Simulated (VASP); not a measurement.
# GaSb: single point with r2SCAN

The system is GaSb.

```
CELL_PARAMETERS angstrom
0.00000 3.09654 3.03939
3.09654 0.00000 3.03939
3.09654 3.09654 0.00000
ATOMIC_POSITIONS crystal
Ga 0.00000 0.00000 0.00000
Sb 0.25000 0.25000 0.25000
```

This cell differs from its parent crystal: epitaxial xy strain +1.0%.

- Program: VASP 6.6.1
- Task: single point
- Functional: r2SCAN
- Potentials or basis: VASP PAW PBE potentials, release 64 (Ga_d, Sb)
- Cutoff: 520 eV
- k mesh: 8 × 8 × 8
- Occupations: fermi-dirac, width 0.02 eV
- Spin: no spin polarisation

```
Pressure               : -0.5 GPa
Band gap on the k mesh : 0.24 eV
```

Stress tensor (GPa, compression positive):
```
-0.80  0.00  0.00
 0.00 -0.80  0.00
 0.00  0.00  0.09
```

Levels at points of the mesh, in eV from the valence-band top:
| k point | band 5 | band 6 | band 7 | band 8 | band 9 | band 10 | band 11 | band 12 | band 13 | band 14 |
| --- | --- | --- | --- | --- | --- | --- | --- | --- | --- | --- |
| (0.00, 0.00, 0.00) | -15.48 | -11.88 | -0.11 | -0.11 | 0.00 | 0.24 | 2.87 | 2.94 | 2.94 | 6.26 |
| (0.50, 0.00, 0.00) | -15.48 | -10.20 | -6.56 | -1.33 | -1.18 | 0.56 | 3.89 | 4.00 | 6.86 | 9.76 |
| (0.50, 0.50, 0.00) | -15.48 | -9.29 | -6.98 | -2.78 | -2.78 | 0.97 | 1.36 | 9.08 | 9.08 | 10.59 |
| (0.50, 0.00, 0.50) | -15.48 | -9.36 | -7.07 | -2.67 | -2.66 | 1.11 | 1.48 | 9.04 | 9.04 | 10.51 |

Run time: 2 min on 1 thread of Intel(R) Xeon(R) Platinum 8488C (Sapphire Rapids) (shared host), peak memory 0.23 GiB.

Caveat: the cell differs from its parent crystal (epitaxial xy strain +1.0%); semilocal functionals underestimate gaps, and a narrow one can read as zero; the PAW data sets were made with another functional, which shifts forces and pressure a little; spin-orbit coupling is left out, which moves the levels of the heavy elements. A k mesh can miss the band edges.
